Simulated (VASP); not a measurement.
# FeO (Wuestite): single point with PBEsol

FeO (Wuestite):

```
CELL_PARAMETERS angstrom
0.00000 2.19851 2.15540
2.19851 0.00000 2.15540
2.19851 2.19851 0.00000
ATOMIC_POSITIONS crystal
Fe 0.00000 0.00000 0.00000
O 0.50000 0.50000 0.50000
```

* Program: VASP 6.6.1
* Task: single point
* Functional: PBEsol
* Potentials or basis: VASP PAW PBE potentials, release 64 (Fe, O)
* Cutoff: 520 eV
* k mesh: 9 × 9 × 9
* Occupations: fermi-dirac, width 0.05 eV
* Spin: collinear spin, ferromagnetic start
* Starting moments: [3.0, 0.0] μB

| Item | Value |
| --- | --- |
| Pressure | -14.4 GPa |
| Band gap on the k mesh | zero (filled and empty bands overlap) |
| Net moment | 4.00 μB per cell |
| Site moments | Fe +3.62; O +0.30 μB |
| Valence electrons inside the program's atomic spheres | Fe 6.68; O 4.95 |

Stress tensor (GPa, compression positive):
```
-14.86   0.00   0.00
  0.00 -14.86   0.00
  0.00   0.00 -13.46
```

Levels at points of the mesh, in eV from the Fermi level:
Spin up:
| k point | band 7 | band 8 | band 9 | band 10 | band 11 | band 12 |
| --- | --- | --- | --- | --- | --- | --- |
| (0.00, 0.00, 0.00) | -3.67 | -3.67 | -3.61 | -0.20 | 15.11 | 16.55 |
Spin down:
```tsv
k point	band 3	band 4	band 5	band 6	band 7	band 8
(0.00, 0.00, 0.00)	-3.08	-3.08	-0.69	-0.69	-0.62	0.12
```

Run time: 53 s on 1 thread of Intel(R) Xeon(R) Platinum 8375C CPU @ 2.90GHz (Ice Lake) (shared host), peak memory 0.18 GiB.

Caveat: the PAW data sets were made with another functional, which shifts forces and pressure a little; a cell with one magnetic atom can't hold antiferromagnetic order, which such compounds often take; semilocal functionals often make such compounds metallic where correlation or magnetic order opens a gap, which also shifts bond lengths. With open d or f shells a metallic result of PBEsol can be an artefact of self-interaction; +U or a hybrid may open a gap.
